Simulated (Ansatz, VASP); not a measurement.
# Two plane-wave programs on Co

```
Co
1.0
     0.00000    2.21713    2.21713
     2.21713    0.00000    2.21713
     2.21713    2.21713    0.00000
Co
2
Direct
  0.00000 0.00000 0.00000
  0.50000 0.50000 0.50000
```

Alike in both runs: task single point; functional PBEsol; k mesh 14 × 14 × 14; occupations fermi-dirac, width 0.05 eV; collinear spin.

|  | VASP | Ansatz |
| --- | --- | --- |
| version | VASP 6.6.1 | Ansatz 0.2.0 |
| potentials or method | VASP PAW PBE potentials, release 64 (Co), cutoff 520 eV | plane waves (420 eV) with PAW, scalar-relativistic |
| valence electrons in the cell | 18 | 34 |

VASP gave:

- pressure (GPa): 18.6
- net moment per atom (μB): 1.52
- size of the moment on the site where the two differ most (μB): 1.51

Question: Which values does Ansatz return?

Answer: Pressure (GPa): 20.1; net moment per atom (μB): 1.52; size of the moment on the site where the two differ most (μB): 1.52.

VASP's potentials were made for PBE, not for PBEsol, and Ansatz warns of the same on its side. Site moments also hang on the region over which each program counts them. VASP's potentials hold 18 valence electrons a cell and Ansatz's 34, so a difference there can come from the potentials and not from the codes.
